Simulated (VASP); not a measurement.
# Lu (P6_3/mmc) in VASP: notebook

Runs on Lu. Level: r2SCAN. Tasks: single point.

Everything below comes from runs of VASP 6.6.1. Logs are shortened: lines on timing, memory, paths and dates and some standing lists are left out, and cuts for length are marked.

## Step 1: The cell of the first run

The structure is hexagonal, space group P6_3/mmc (No. 194). Conventional cell: a = 3.102 Å, b = 3.102 Å, c = 4.797 Å, α = 90.00°, β = 90.00°, γ = 120.00°. Within 3.9 Å of Lu (site symmetry -6m2) lie 12 Lu at 2.99 to 3.10 Å.

## Step 2: Single point, r2SCAN

File POSCAR:

```
Lu
1.0
    3.1020885984      0.0000000000      0.0000000000
   -1.5510442992      2.6864875310      0.0000000000
    0.0000000000      0.0000000000      4.7969205849
Lu
2
Direct
    0.3333333333      0.6666666667      0.2500000000
    0.6666666667      0.3333333333      0.7500000000
```

File INCAR.step1:

```
SYSTEM = Lu
ALGO     = Normal         ! electronic algorithm
EDIFF    = 1E-4           ! SCF threshold, eV
ENCUT    = 520            ! plane-wave cutoff, eV
GGA      = PE             ! functional
ISMEAR   = 0              ! smearing method
LASPH    = .True.         ! aspherical terms in the spheres
LCHARG   = .False.        ! write CHGCAR
LREAL    = .False.        ! projectors in reciprocal space
LWAVE    = .True.         ! write WAVECAR
NBANDS   = 32             ! bands
NELM     = 80             ! most SCF steps
PREC     = Accurate       ! precision mode
SIGMA    = 0.05           ! smearing width, eV
```

File INCAR.step2:

```
SYSTEM = Lu
ALGO     = Normal         ! electronic algorithm
EDIFF    = 1E-6           ! SCF threshold, eV
ENCUT    = 520            ! plane-wave cutoff, eV
ISIF     = 2              ! what is computed and relaxed
ISMEAR   = 0              ! smearing method
ISTART   = 1            
LASPH    = .True.         ! aspherical terms in the spheres
LCHARG   = .False.        ! write CHGCAR
LMIXTAU  = .True.       
LREAL    = .False.        ! projectors in reciprocal space
LWAVE    = .False.        ! write WAVECAR
METAGGA  = R2SCAN         ! meta-GGA
NBANDS   = 32             ! bands
NELM     = 80             ! most SCF steps
PREC     = Accurate       ! precision mode
SIGMA    = 0.05           ! smearing width, eV
```

File KPOINTS:

```
k-points
0
Gamma
  6 6 3
  0 0 0
```

Potentials or basis: VASP PAW PBE potentials, release 64 (Lu).

Run with:

```
$ cat potpaw_PBE.64/Lu/POTCAR > POTCAR
$ cp INCAR.step1 INCAR
$ mpirun -np 1 vasp_std > vasp.out
$ cp INCAR.step2 INCAR
$ mpirun -np 1 vasp_std > vasp.out
```

OUTCAR:

```text
SYSTEM = Lu
   EDIFF = 1E-6
   ENCUT = 520
   ISIF = 2
   ISMEAR = 0
   ISTART = 1
   LASPH = .True.
   LREAL = .False.
   METAGGA = R2SCAN
   NELM = 80
   PREC = Accurate

 ion  position               nearest neighbor table
   1  0.333  0.667  0.250-   2 2.99   2 2.99   2 2.99   2 2.99   2 2.99   2 2.99
   2  0.667  0.333  0.750-   1 2.99   1 2.99   1 2.99   1 2.99   1 2.99   1 2.99

  LATTYP: Found a hexagonal cell.
 ALAT       =     3.1020885984
 C/A-ratio  =     1.5463518957

  Lattice vectors:

 A1 = (   3.1020885984,   0.0000000000,   0.0000000000)
 A2 = (  -1.5510442992,   2.6864875310,   0.0000000000)
 A3 = (   0.0000000000,   0.0000000000,   4.7969205849)

Analysis of symmetry for initial positions (statically):
=====================================================================
 Subroutine PRICEL returns:
 Original cell was already a primitive cell.

 Routine SETGRP: Setting up the symmetry group for a
 hexagonal supercell.

 Subroutine GETGRP returns: Found 24 space group operations
 (whereof 12 operations were pure point group operations)
 out of a pool of 24 trial point group operations.

The static configuration has the point symmetry D_3d.
 The point group associated with its full space group is D_6h.

Analysis of symmetry for dynamics (positions and initial velocities):
=====================================================================
 Subroutine PRICEL returns:
 Original cell was already a primitive cell.

 Routine SETGRP: Setting up the symmetry group for a
 hexagonal supercell.

 Subroutine GETGRP returns: Found 24 space group operations
 (whereof 12 operations were pure point group operations)
 out of a pool of 24 trial point group operations.

The dynamic configuration has the point symmetry D_3d.
 The point group associated with its full space group is D_6h.

 Subroutine INISYM returns: Found 24 space group operations
 (whereof 12 operations are pure point group operations),
 and found     1 'primitive' translations

----------------------------------------------------------------------------------------

                                     Primitive cell

  volume of cell :      39.9762

  direct lattice vectors                    reciprocal lattice vectors
     3.102088598  0.000000000  0.000000000     0.322363456  0.186116628  0.000000000
    -1.551044299  2.686487531  0.000000000     0.000000000  0.372233256  0.000000000
     0.000000000  0.000000000  4.796920585     0.000000000  0.000000000  0.208467074

  length of vectors
     3.102088598  3.102088598  4.796920585     0.372233256  0.372233256  0.208467074

  position of ions in fractional coordinates (direct lattice)
     0.333333333  0.666666667  0.250000000
     0.666666667  0.333333333  0.750000000

  ion indices of the primitive-cell ions
   primitive index   ion index
                 1           1
                 2           2

----------------------------------------------------------------------------------------

 KPOINTS: k-points

Automatic generation of k-mesh.
 Grid dimensions read from file:
 generate k-points for:    6    6    3

 Generating k-lattice:

  Cartesian coordinates                     Fractional coordinates (reciprocal lattice)
     0.053727243  0.031019438  0.000000000     0.166666667  0.000000000  0.000000000
     0.000000000  0.062038876  0.000000000     0.000000000  0.166666667  0.000000000
     0.000000000  0.000000000  0.069489025     0.000000000  0.000000000  0.333333333

  Length of vectors
     0.062038876  0.062038876  0.069489025

  Shift w.r.t. Gamma in fractional coordinates (k-lattice)
     0.000000000  0.000000000  0.000000000

 Subroutine IBZKPT returns following result:
 ===========================================

 Found     14 irreducible k-points:

 Following reciprocal coordinates:
            Coordinates               Weight
  0.000000  0.000000  0.000000      1.000000
  0.166667 -0.000000  0.000000      6.000000
  0.333333  0.000000  0.000000      6.000000
  0.500000 -0.000000  0.000000      3.000000
  0.166667  0.166667  0.000000      6.000000
  0.333333  0.166667  0.000000     12.000000
  0.333333  0.333333  0.000000      2.000000
  0.000000  0.000000  0.333333      2.000000
  0.166667 -0.000000  0.333333     12.000000
  0.333333  0.000000  0.333333     12.000000
  0.500000 -0.000000  0.333333      6.000000
  0.166667  0.166667  0.333333     12.000000
  0.333333  0.166667  0.333333     24.000000
  0.333333  0.333333  0.333333      4.000000
   k-points           NKPTS =     14   k-points in BZ     NKDIM =     14   number of bands    NBANDS=     32
   number of dos      NEDOS =    301   number of ions     NIONS =      2
   total plane-waves  NPLWV =  20736
   dimension x,y,z NGX =    24 NGY =   24 NGZ =   36
   dimension x,y,z NGXF=    48 NGYF=   48 NGZF=   72
   ions per type =               2
   NGX,Y,Z   is equivalent  to a cutoff of  12.86, 12.86, 12.48 a.u.
   NGXF,Y,Z  is equivalent  to a cutoff of  25.72, 25.72, 24.95 a.u.
 SYSTEM =  Lu
   PREC   = accura    normal or accurate (medium, high low for compatibility)
   ISTART =      1    job   : 0-new  1-cont  2-samecut
   ICHARG =      0    charge: 1-file 2-atom 10-const
   ISPIN  =      1    spin polarized calculation?
   LNONCOLLINEAR =      F non collinear calculations
   LSORBIT =      F    spin-orbit coupling
   LASPH  =      T    aspherical Exc in radial PAW
   ENCUT  =  520.0 eV  38.22 Ry    6.18 a.u.   5.77  5.77  8.92*2*pi/ulx,y,z
   NELM   =     80;   NELMIN=  2; NELMDL=  0     # of ELM steps
   EDIFF  = 0.1E-05   stopping-criterion for ELM
   LREAL  =      F    real-space projection
   EDIFFG = 0.1E-04   stopping-criterion for IOM
   NSW    =      0    number of steps for IOM
   IBRION =     -1    ionic relax: 0-MD 1-quasi-New 2-CG
   NFREE  =      0    steps in history (QN), initial steepest desc. (CG)
   ISIF   =      2    stress and relaxation
   ISYM   =      2    0-nonsym 1-usesym 2-fastsym
   POTIM  = 0.5000    time-step for ionic-motion
   TEBEG  =    0.0;   TEEND  =   0.0 temperature during run
   PSTRESS=    0.0 pullay stress
   NELECT =      50.0000    total number of electrons
   NUPDOWN=      -1.0000    fix difference up-down
   EMIN   =  10.00;   EMAX   =-10.00  energy-range for DOS
   EFERMI =   0.00;   METHOD = LEGACY
   ISMEAR =     0;   SIGMA  =   0.05  broadening in eV -4-tet -1-fermi 0-gaus
   EFERMI_NEDOS =   21; number of points for ismear=-14 and -15
   IALGO  =     38    algorithm
   IMIX   =      4    mixing-type and parameters
     AMIX     =   0.40;   BMIX     =  1.00
     AMIX_MAG =   1.60;   BMIX_MAG =  1.00
  volume/ion in A,a.u.               =      19.99       134.89
  Fermi-wavevector in a.u.,A,eV,Ry     =   1.763861  3.333214 42.330514  3.111205
  Thomas-Fermi vector in A             =   2.831953
   LORBIT       =      0    0 simple, 1 ext, 2 COOP (PROOUT), +10 PAW based schemes
   METAGGA = R2SCAN    functional components
   LHFCALC =     F    Hartree Fock is set to
   AEXX    =    0.0000 exact exchange contribution
   IVDW    =     0    specifies the selected vdW correction
   LEPSILON=     F    determine dielectric tensor
   LRPA    =     F    only Hartree local field effects (RPA)
 non-spin polarized calculation
 Gauss-broadening in eV      SIGMA  =   0.05
  energy-cutoff  :      520.00
  volume of cell :       39.98
 maximum number of plane-waves:      1085
 NGX is ok and might be reduce to    24
   NGX = 11   NGY = 11   NGZ = 17

 number of electron      49.9999994 magnetization

 Free energy of the ion-electron system (eV)
  ---------------------------------------------------
  ext. energy  EPLUGINS =         0.00000000
  ---------------------------------------------------
  free energy    TOTEN  =       -74.74135752 eV

  energy without entropy =      -74.73886074  energy(sigma->0) =      -74.74010913

 E-fermi :   3.7395     XC(G=0): -13.8103

 val. band max:        3.7156090659   @ k =   0.3333   0.1667   0.0000
 cond. band min:       3.9079495878   @ k =   0.5000  -0.0000   0.3333
 fundamental gap:      0.1923405219
 Fermi energy:         3.7394560590

 k-point     1 :       0.0000    0.0000    0.0000
  band No.  band energies     occupation
      1     -53.5091      2.00000
      2     -53.3052      2.00000
      3     -24.5601      2.00000
      4     -23.1016      2.00000
      5     -23.1015      2.00000
      6     -22.8363      2.00000
[... 24 lines left out ...]
     31       8.3857      0.00000
     32       8.3857      0.00000

 k-point     2 :       0.1667   -0.0000    0.0000
  band No.  band energies     occupation
      1     -53.4751      2.00000
      2     -53.2951      2.00000
      3     -24.4205      2.00000
      4     -23.3897      2.00000
      5     -23.1969      2.00000
      6     -23.1332      2.00000
[... 24 lines left out ...]
     31       8.4153      0.00000
     32       8.6152      0.00000

 k-point     3 :       0.3333    0.0000    0.0000
  band No.  band energies     occupation
      1     -53.3995      2.00000
      2     -53.2819      2.00000
      3     -24.0737      2.00000
      4     -23.9580      2.00000
      5     -23.6569      2.00000
      6     -23.3688      2.00000
[... 24 lines left out ...]
     31      10.5619      0.00000
     32      11.0611      0.00000

 k-point     4 :       0.5000   -0.0000    0.0000
  band No.  band energies     occupation
      1     -53.3517      2.00000
      2     -53.2850      2.00000
      3     -24.2330      2.00000
      4     -23.8945      2.00000
      5     -23.8081      2.00000
      6     -23.4490      2.00000
[... 24 lines left out ...]
     31      13.3975      0.00000
     32      13.8279      0.00000

 k-point     5 :       0.1667    0.1667    0.0000
  band No.  band energies     occupation
      1     -53.4199      2.00000
      2     -53.2838      2.00000
      3     -24.1742      2.00000
      4     -23.6734      2.00000
      5     -23.6660      2.00000
      6     -23.2624      2.00000
[... 234 lines left out ...]
     31      12.8729      0.00000
     32      13.0051      0.00000

 k-point    12 :       0.1667    0.1667    0.3333
  band No.  band energies     occupation
      1     -53.3861      2.00000
      2     -53.3180      2.00000
      3     -24.1485      2.00000
      4     -23.8502      2.00000
      5     -23.3715      2.00000
      6     -23.3192      2.00000
[... 24 lines left out ...]
     31      10.4424      0.00000
     32      11.0546      0.00000

 k-point    13 :       0.3333    0.1667    0.3333
  band No.  band energies     occupation
      1     -53.3352      2.00000
      2     -53.3015      2.00000
      3     -24.2758      2.00000
      4     -24.1324      2.00000
      5     -23.5866      2.00000
      6     -23.3587      2.00000
[... 24 lines left out ...]
     31      11.4861      0.00000
     32      13.2622      0.00000

 k-point    14 :       0.3333    0.3333    0.3333
  band No.  band energies     occupation
      1     -53.3071      2.00000
      2     -53.3071      2.00000
      3     -24.1153      2.00000
      4     -24.1153      2.00000
      5     -23.8843      2.00000
      6     -23.5708      2.00000
[... 24 lines left out ...]
     31      11.6006      0.00000
     32      11.6006      0.00000

------------------------ aborting loop because EDIFF is reached ----------------------------------------

  FORCE on cell =-STRESS in cart. coord.  units (eV):
  Direction    XX          YY          ZZ          XY          YZ          ZX
  --------------------------------------------------------------------------------------
  -------------------------------------------------------------------------------------
  Total        7.7404431      7.7404431      7.7621078      0.0000000     -0.0000000      0.0000000
  in kB      310.2236126    310.2236126    311.0918962      0.0000000     -0.0000000      0.0000000
  external PRESSURE =     310.5130404 kB  Pullay stress =       0.0000000 kB

 VOLUME and BASIS-vectors are now :
 -----------------------------------------------------------------------------
  energy-cutoff  :      520.00
  volume of cell :       39.98
      direct lattice vectors                 reciprocal lattice vectors
     3.102088598  0.000000000  0.000000000     0.322363456  0.186116628  0.000000000
    -1.551044299  2.686487531  0.000000000     0.000000000  0.372233256  0.000000000
     0.000000000  0.000000000  4.796920585     0.000000000  0.000000000  0.208467074

 POSITION                                       TOTAL-FORCE (eV/Angst)
 -----------------------------------------------------------------------------------
     -0.00000      1.79099      1.19923         0.000000     -0.000000      0.000000
      1.55104      0.89550      3.59769        -0.000000      0.000000      0.000000
 -----------------------------------------------------------------------------------
    total drift:                               -0.000000      0.000000     -0.000000

  FREE ENERGIE OF THE ION-ELECTRON SYSTEM (eV)
  ---------------------------------------------------
  free  energy   TOTEN  =       -74.7413575164 eV

  energy  without entropy=      -74.7388607418  energy(sigma->0) =      -74.74010913
```

Wall time 53 s (1 thread of Intel Xeon 6975P-C, shared host); peak memory 0.17 GiB.

Results:

```yaml
Free_energy: -74.7414 eV
Pressure: 31.1 GPa
Band_gap_on_the_k_mesh: zero (band 25 reaches 6.36 eV, above the bottom of band 26 at 3.18 eV)
```

Stress tensor (GPa, compression positive):
```
31.02  0.00  0.00
 0.00 31.02  0.00
 0.00  0.00 31.11
```

Levels at points of the mesh, in eV from the Fermi level:
```tsv
k point	band 22	band 23	band 24	band 25	band 26	band 27	band 28	band 29
(0.00, 0.00, 0.00)	-4.46	-4.45	-3.17	2.62	2.66	2.66	3.50	3.93
(0.50, 0.00, 0.00)	-4.47	-2.48	-2.41	-1.62	0.56	2.14	2.79	3.72
```

Caveat: the k points lie up to 0.44 Å⁻¹ apart; the PAW data sets were made with another functional, which shifts forces and pressure a little; spin-orbit coupling is left out, which moves the levels of the heavy elements.

(Part 1 of 3 ends here.)
